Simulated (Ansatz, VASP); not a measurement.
## MgS: VASP beside Ansatz

File INCAR:

```
PREC = Accurate
ENCUT = 520
EDIFF = 1E-6
ISMEAR = 0
SIGMA = 0.05
LREAL = False
LASPH = True
NELM = 80
ALGO = Normal
ISIF = 2
LWAVE = False
LCHARG = False
GGA = PS
NBANDS = 16
```

KPOINTS

```
Automatic mesh
0
Gamma
  6 6 4
```

The input POSCAR:

```
MgS
1.0
    4.0346224068      0.0000000000      0.0000000000
   -2.0173112034      3.4940854990      0.0000000000
    0.0000000000      0.0000000000      6.1750024128
Mg S
2 2
Direct
    0.6666666667      0.3333333333      0.4957548500
    0.3333333333      0.6666666667      0.9957548500
    0.3333333333      0.6666666667      0.3792441500
    0.6666666667      0.3333333333      0.8792441500
```

Input for Ansatz:

```yaml
crystal:
  lattice:
    - [4.0346224068, 0.0, 0.0]
    - [-2.0173112034, 3.494085499, 0.0]
    - [0.0, 0.0, 6.1750024128]
  atoms:
    - { symbol: Mg, position: [0.6666666667, 0.3333333333, 0.49575485] }
    - { symbol: Mg, position: [0.3333333333, 0.6666666667, 0.99575485] }
    - { symbol: S, position: [0.3333333333, 0.6666666667, 0.37924415] }
    - { symbol: S, position: [0.6666666667, 0.3333333333, 0.87924415] }
basis:
  ecutwfc: 420
kpoints:
  mp_grid: { grid: [6, 6, 4] }
hamiltonian:
  xc: pbesol
scf:
  occupations: { method: gaussian, width: 0.05 }
output:
  forces: true
  stress: true
  eigenvalues: true
```

Change from the starting cell: strain +0.000 along x and y, -0.040 along z, atoms carried along.

Alike in both runs: task single point; functional PBEsol; k mesh 6 × 6 × 4; occupations gaussian, width 0.05 eV; no spin polarisation.

```csv
,VASP,Ansatz
version,VASP 6.6.1,Ansatz 0.2.0
potentials or method,"VASP PAW PBE potentials, release 64 (Mg, S), cutoff 520 eV","scalar-relativistic, plane waves, PAW"
valence electrons in the cell,16,32
```

VASP gave:

* gap on the k mesh at the Fermi level (eV): 3.39
* least direct gap on the mesh (eV): 3.39
* pressure (GPa): 2.2
* traceless stress, the component that is largest in VASP (GPa): 2.81
* rms of the force components (eV/Å): 0.208

Q: What did Ansatz give for the same quantities?

A: gap on the k mesh at the Fermi level (eV): 3.39; least direct gap on the mesh (eV): 3.39; pressure (GPa): 2.2; traceless stress, the component that is largest in VASP (GPa): 2.79; rms of the force components (eV/Å): 0.207.

VASP's potentials were made for PBE, not for PBEsol. Atom by atom the forces differ by 0.001 eV/Å (rms over components). VASP's potentials hold 16 valence electrons a cell and Ansatz's 32, so a difference there can come from the potentials and not from the codes.
